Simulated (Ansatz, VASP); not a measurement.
## GaP in VASP and in Ansatz

```xyz
2
Lattice="0.0000 2.7254 2.7254 2.7254 0.0000 2.7254 2.7254 2.7254 0.0000" Properties=species:S:1:pos:R:3 pbc="T T T"
Ga    0.0000    0.0000    0.0000
P     1.3627    1.3627    1.3627
```

Alike in both runs: task single point; functional PBEsol; k mesh 6 × 6 × 6; occupations gaussian, width 0.2 eV; no spin polarisation.

|  | VASP | Ansatz |
| --- | --- | --- |
| version | VASP 6.6.1 | Ansatz 0.2.0 |
| potentials or method | VASP PAW PBE potentials, release 64 (Ga_d, P) | plane waves |
| plane-wave cutoff (eV) | 520 | 420 |
| valence electrons in the cell | 18 | 18 |

```csv
,VASP,Ansatz,Ansatz less VASP
pressure (GPa),-0.6,-0.5,+0.09
```

VASP's potentials were made for PBE, not for PBEsol. The functional is the same, so the differences come from potentials, cutoffs and numerics.
